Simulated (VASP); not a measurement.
Input of a VASP 6.6.1 run:

INCAR

```
PREC     = Accurate       # precision mode
ENCUT    = 600            # plane-wave cutoff, eV
EDIFF    = 1E-6           # SCF threshold, eV
ISMEAR   = 0              # smearing method
SIGMA    = 0.1            # smearing width, eV
LREAL    = False          # projectors in reciprocal space
LASPH    = True           # aspherical terms in the spheres
NELM     = 100            # most SCF steps
ALGO     = Fast           # electronic algorithm
ISIF     = 4              # what is computed and relaxed
LWAVE    = False          # write WAVECAR
LCHARG   = False          # write CHGCAR
GGA      = PE             # functional
IBRION   = 2              # ionic algorithm
NSW      = 50             # ionic steps
EDIFFG   = -0.01          # ionic threshold
```

The input KPOINTS:

```
Automatic mesh
0
Gamma
  12 12 2
```

File POSCAR:

```
B2Ru3
1.0
    2.9036532085      0.0000000000      0.0000000000
   -1.4518266043      2.5146374424      0.0000000000
    0.0000000000      0.0000000000     15.8974949292
B Ru
4 6
Direct
    0.3333333333      0.6666666667      0.1567136443
    0.6666666667      0.3333333333      0.6567136443
    0.3333333333      0.6666666667      0.3432863557
    0.6666666667      0.3333333333      0.8432863557
    0.3333333333      0.6666666667      0.9311676731
    0.6666666667      0.3333333333      0.4311676731
    0.3333333333      0.6666666667      0.5688323269
    0.6666666667      0.3333333333      0.0688323269
    0.3333333333      0.6666666667      0.7500000000
    0.6666666667      0.3333333333      0.2500000000
```

Potentials or basis: VASP PAW PBE potentials, release 64 (B, Ru_pv).

Command:

```bash
$ cat potpaw_PBE.64/B/POTCAR potpaw_PBE.64/Ru_pv/POTCAR > POTCAR
$ mpirun -np 1 vasp_std > vasp.out
```

Question: Estimate the band gap on the k mesh.

Answer: Zero (bands 48 and 49 overlap by 2.24 eV).

Forces in eV/Å, atoms in the order of the input:
```
B    0.000  0.000  0.009
B    0.000  0.000  0.009
B    0.000  0.000 -0.009
B    0.000  0.000 -0.009
Ru   0.000  0.000 -0.009
Ru   0.000  0.000 -0.009
Ru   0.000  0.000  0.009
Ru   0.000  0.000  0.009
Ru   0.000  0.000  0.000
Ru   0.000  0.000  0.000
```
